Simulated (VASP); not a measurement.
Here is a VASP 6.6.1 calculation.

Contents of INCAR:

```
ALGO = Normal
EDIFF = 1E-6
ENCUT = 520
GGA = PS
ISIF = 2
ISMEAR = -1
ISPIN = 2
LASPH = True
LCHARG = True
LELF = True
LORBIT = 11
LREAL = Auto
LVHAR = True
LWAVE = False
MAGMOM = 0 0 0 0 0 0 0 0 0 0 0 0 0 0 0 0 1
NBANDS = 52
NELM = 150
PREC = Accurate
SIGMA = 0.02
```

The input KPOINTS:

```
k-points
0
Gamma
  2 2 2
```

POSCAR

```
Si16C
1.0
    0.0000000000      5.4300000000      5.4300000000
    5.4300000000      0.0000000000      5.4300000000
    5.4300000000      5.4300000000      0.0000000000
Si C
16 1
Direct
   -0.0216482505     -0.0242265193      0.1459023941
    0.2710128913      0.2373296501      0.1554327808
    0.2054143646      0.0589134438      0.4876058932
    0.2244843462      0.1871178637      0.8412799263
   -0.1030018416      0.7086372007     -0.1398158379
    0.0962615101      0.6898158379      0.0487292818
   -0.0905801105      0.3117403315      0.6704880295
    0.0426519337      0.6849171271      0.4876243094
    0.5012891344     -0.0232412523     -0.0194475138
    0.6830202578      0.0126151013      0.1376243094
    0.4596869245      0.0247329650      0.5655616943
    0.7363075506      0.1043186004      0.5724401473
    0.5610313076      0.3597974217     -0.0806629834
    0.4453867403      0.6553499079      0.0253314917
    0.3453314917      0.4084069982      0.4064364641
    0.5481399632      0.5679005525      0.5647882136
    1.0036187845      0.9175966851      0.5946685083
```

Potentials or basis: VASP PAW PBE potentials, release 64 (Si, C).

The run is started by

```sh
$ cat potpaw_PBE.64/Si/POTCAR potpaw_PBE.64/C/POTCAR > POTCAR
$ mpirun -np 1 vasp_std > vasp.out
```

(1) Predict the largest force.

(2) Predict the pressure.

Results:

(1) 4.172 eV/Å.

(2) -1.6 GPa.

Caveat: the k points lie up to 0.50 Å⁻¹ apart; the atoms stand as in a frame of molecular dynamics; the PAW data sets were made with another functional, which shifts forces and pressure a little.
